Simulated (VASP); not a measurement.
A run of VASP 6.6.1:

The input POSCAR:

```
TaF3
1.0
    3.9012000000      0.0000000000      0.0000000000
    0.0000000000      3.9012000000      0.0000000000
    0.0000000000      0.0000000000      3.9012000000
Ta F
1 3
Direct
    0.0000000000      0.0000000000      0.0000000000
    0.0000000000      0.0000000000      0.5000000000
    0.0000000000      0.5000000000      0.0000000000
    0.5000000000      0.0000000000      0.0000000000
```

The input INCAR.step1:

```
PREC = Accurate ; ENCUT = 520
EDIFF = 1E-5 ; ISMEAR = -1
SIGMA = 0.05 ; LREAL = F
LASPH = T ; NELM = 60
ALGO = Normal ; ISIF = 2
LWAVE = T ; GGA = PE
NBANDS = 24
```

The input INCAR.step2:

```
PREC = Accurate ; ENCUT = 520
EDIFF = 1E-7 ; ISMEAR = -1
SIGMA = 0.05 ; LREAL = F
LASPH = T ; NELM = 60
ALGO = Normal ; ISIF = 2
LWAVE = F ; LCHARG = T
GGA = PS ; LHFCALC = T
AEXX = 0.25 ; PRECFOCK = Normal
LELF = T ; LVHAR = T
ISTART = 1 ; NBANDS = 24
```

Contents of KPOINTS:

```
regular mesh
0
Gamma
  4 4 4
```

Potentials or basis: VASP PAW PBE potentials, release 64 (Ta_pv, F).

Run with:

```bash
$ cat potpaw_PBE.64/Ta_pv/POTCAR potpaw_PBE.64/F/POTCAR > POTCAR
$ cp INCAR.step1 INCAR
$ mpirun -np 1 vasp_std > vasp.out
$ cp INCAR.step2 INCAR
$ mpirun -np 1 vasp_std > vasp.out
```

Hardware: 1 thread of Intel Xeon 8259CL (shared host).

Q: Estimate the wall time of this run.

A: It took 66 min on 1 thread of Intel Xeon 8259CL, on a shared host, peak memory 0.19 GiB. Counts: k points 10.
